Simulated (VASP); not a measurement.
# Mg7VO8: single point with PBE

Mg7VO8:

```xyz
16
Lattice="0.0000 4.2120 4.2120 4.2120 0.0000 4.2120 4.2120 4.2120 0.0000" Properties=species:S:1:pos:R:3 pbc="T T T"
V     0.0000    0.0000    0.0000
O     2.1060    2.1060    2.1060
O     4.2120    4.2120    2.1060
O     4.2120    2.1060    4.2120
O     6.3180    4.2120    4.2120
O     2.1060    4.2120    4.2120
O     4.2120    6.3180    4.2120
O     4.2120    4.2120    6.3180
O     6.3180    6.3180    6.3180
Mg    2.1060    2.1060    0.0000
Mg    2.1060    0.0000    2.1060
Mg    4.2120    2.1060    2.1060
Mg    0.0000    2.1060    2.1060
Mg    2.1060    4.2120    2.1060
Mg    2.1060    2.1060    4.2120
Mg    4.2120    4.2120    4.2120
```

```yaml
Program: VASP 6.6.1
Task: single point
Functional: PBE
Potentials_or_basis: VASP PAW PBE potentials, release 64 (V_sv, O, Mg)
Cutoff: 600 eV
k_mesh: 1 × 1 × 1
Occupations: fermi-dirac, width 0.01 eV
Spin: collinear spin, ferromagnetic start
Starting_moments: "[3.0, 0.0, 0.0, 0.0, 0.0, 0.0, 0.0, 0.0, 0.0, 0.0, 0.0, 0.0, 0.0, 0.0, 0.0, 0.0] μB"
Dipole_correction: no
Further_INCAR_settings: ALGO = Normal; EDIFF = 1e-06; NBANDS = 56
```

```yaml
Pressure: 7.9 GPa
Net_moment: 3.00 μB per cell
Site_moments: V +2.48; O -0.00, -0.01 (each value once); Mg +0.01, +0.00 (each value once) μB
Valence_electrons_inside_the_program's_atomic_spheres: V 11.58; O 5.16, 5.14 (each value once); Mg 0.39
```

Levels at points of the mesh, in eV from the Fermi level:
Spin up:
```
           k point  band 35  band 36  band 37  band 38  band 39  band 40  band 41  band 42  band 43  band 44
(0.00, 0.00, 0.00)    -3.61    -3.61    -0.33    -0.33    -0.33     0.98     2.88     2.88     4.00     4.11
```
Spin down:
```csv
k point,band 34,band 35,band 36,band 37,band 38,band 39
"(0.00, 0.00, 0.00)",-3.61,-3.61,-3.61,1.18,2.05,2.05
```

Run time: 43 s on 1 thread of Intel(R) Xeon(R) 6975P-C (Granite Rapids), with other jobs on the host, peak memory 0.39 GiB.

Caveat: the k points lie up to 1.29 Å⁻¹ apart.
